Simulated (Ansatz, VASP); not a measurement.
**AlCu: VASP beside Ansatz**

INCAR

```
PREC = Accurate
ENCUT = 520
EDIFF = 1E-6
ISMEAR = 0
SIGMA = 0.1
LREAL = F
LASPH = T
NELM = 80
ALGO = Fast
ISIF = 2
LWAVE = F
LCHARG = F
GGA = CA
NBANDS = 14
```

The input KPOINTS:

```
regular mesh
0
Gamma
  14 14 14
```

Contents of POSCAR:

```
AlCu
1.0
    3.0225382002      0.0000000000      0.0000000000
    0.0000000000      3.0225382002      0.0000000000
    0.0000000000      0.0000000000      3.0225382002
Al Cu
1 1
Direct
    0.0000000000      0.0000000000      0.0000000000
    0.5000000000      0.5000000000      0.5000000000
```

Input for Ansatz:

```yaml
crystal:
  lattice:
    - [3.0225382002, 0.0, 0.0]
    - [0.0, 3.0225382002, 0.0]
    - [0.0, 0.0, 3.0225382002]
  atoms:
    - { symbol: Al, position: [0.0, 0.0, 0.0] }
    - { symbol: Cu, position: [0.5, 0.5, 0.5] }
basis:
  ecutwfc: 420
kpoints:
  mp_grid: { grid: [14, 14, 14] }
hamiltonian:
  xc: lda
scf:
  occupations: { method: gaussian, width: 0.1 }
output:
  forces: true
  stress: true
  eigenvalues: true
```

Alike in both runs: task single point; functional LDA; k mesh 14 × 14 × 14; occupations gaussian, width 0.1 eV; no spin polarisation.

|  | VASP | Ansatz |
| --- | --- | --- |
| version | VASP 6.6.1 | Ansatz 0.2.0 |
| potentials or method | VASP PAW LDA potentials, release 64 (Al, Cu), cutoff 520 eV | scalar-relativistic, plane waves, PAW |
| valence electrons in the cell | 14 | 22 |

Ansatz gave:

```
gap on the k mesh at the Fermi level (eV) : none
pressure (GPa)                            : -10.9
```

Q: Which values does VASP return?

A: gap on the k mesh at the Fermi level (eV): none; pressure (GPa): -10.5.

LDA's correlation is that of Perdew and Zunger in VASP and of Perdew and Wang (1992) in Ansatz. A gap of «none» marks a metal or a gap that the smearing closes. VASP's potentials hold 14 valence electrons a cell and Ansatz's 22, so a difference there can come from the potentials and not from the codes.
